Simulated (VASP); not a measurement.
A run of VASP 6.6.1 is set up as follows.

Contents of INCAR:

```
SYSTEM = BN
ALGO     = Normal         ! electronic algorithm
EDIFF    = 1E-8           ! SCF threshold, eV
ENCUT    = 520            ! plane-wave cutoff, eV
GGA      = PE             ! functional
IBRION   = 8              ! ionic algorithm
ISIF     = 2              ! what is computed and relaxed
ISMEAR   = 0              ! smearing method
LASPH    = .True.         ! aspherical terms in the spheres
LCHARG   = .True.         ! write CHGCAR
LEPSILON = .True.         ! dielectric tensor by DFPT
LREAL    = .False.        ! projectors in reciprocal space
LWAVE    = .False.        ! write WAVECAR
NELM     = 100            ! most SCF steps
NSW      = 1              ! ionic steps
PREC     = Accurate       ! precision mode
SIGMA    = 0.01           ! smearing width, eV
```

KPOINTS

```
k-points
0
Gamma
  12 12 12
  0 0 0
```

File POSCAR:

```
BN
1.0
    0.0000000000      1.8123266330      1.8123266330
    1.8123266330      0.0000000000      1.8123266330
    1.8123266330      1.8123266330      0.0000000000
B N
1 1
Direct
    0.0000000000      0.0000000000      0.0000000000
    0.2500000000      0.2500000000      0.2500000000
```

Potentials or basis: VASP PAW PBE potentials, release 64 (B, N).

Run with:

```console
$ cat potpaw_PBE.64/B/POTCAR potpaw_PBE.64/N/POTCAR > POTCAR
$ mpirun -np 1 vasp_std > vasp.out
```

Task: Estimate the electronic dielectric tensor (diagonal).

Result: 4.61.

Task: Predict the Born charges (mean of the diagonal).

Result: B +1.91; N -1.91 e.

Task: What does it give for the highest phonon frequency at Γ, LO-TO splitting left out?

Result: 1029 cm⁻¹.

Electronic dielectric tensor:
```
4.61 0.00 0.00
0.00 4.61 0.00
0.00 0.00 4.61
```
